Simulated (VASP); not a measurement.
Write the native input for VASP 6.6.1 that does the following.

- Task: single point
- Functional: PBE
- Potentials or basis: VASP PAW PBE potentials, release 64 (H)
- Cutoff: 500 eV
- k mesh: 6 × 6 × 6
- Occupations: fermi-dirac, width 0.05 eV
- Spin: collinear spin, ferromagnetic start
- Starting moments: [1.0] μB
- Dipole correction: no
- Further INCAR settings: ALGO = Normal; EDIFF = 1e-06; NBANDS = 10

The structure of H lies in POSCAR:

```
H
1.0
    3.0000000000      0.0000000000      0.0000000000
    0.0000000000      3.0000000000      0.0000000000
    0.0000000000      0.0000000000      3.0000000000
H
1
Direct
    0.0000000000      0.0000000000      0.0000000000
```

The input as run:

INCAR

```
SYSTEM = H
PREC = Accurate
ENCUT = 500
EDIFF = 1E-6
ISMEAR = -1
SIGMA = 0.05
LREAL = .FALSE.
LASPH = .TRUE.
NELM = 200
ALGO = Normal
ISIF = 2
LWAVE = .FALSE.
LCHARG = .TRUE.
ISPIN = 2
MAGMOM = 1
LORBIT = 11
GGA = PE
LELF = .TRUE.
LVHAR = .TRUE.
NBANDS = 10
GGA_COMPAT = .FALSE.
```

KPOINTS

```
Automatic mesh
0
G
  6 6 6
  0 0 0
```

Potentials or basis: VASP PAW PBE potentials, release 64 (H).

The run is started by

```console
$ cat potpaw_PBE.64/H/POTCAR > POTCAR
$ mpirun -np 1 vasp_std > vasp.out
```

Results of the run:

```
Pressure                                              : 0.8 GPa
Band gap on the k mesh                                : 6.00 eV, indirect (least direct gap 7.85 eV)
Net moment                                            : 1.00 μB per cell
Site moments                                          : H +0.39 μB
Valence electrons inside the program's atomic spheres : H 0.39
```

It took 17 s on 1 thread of Intel Xeon 8259CL (shared host), peak memory 0.13 GiB.
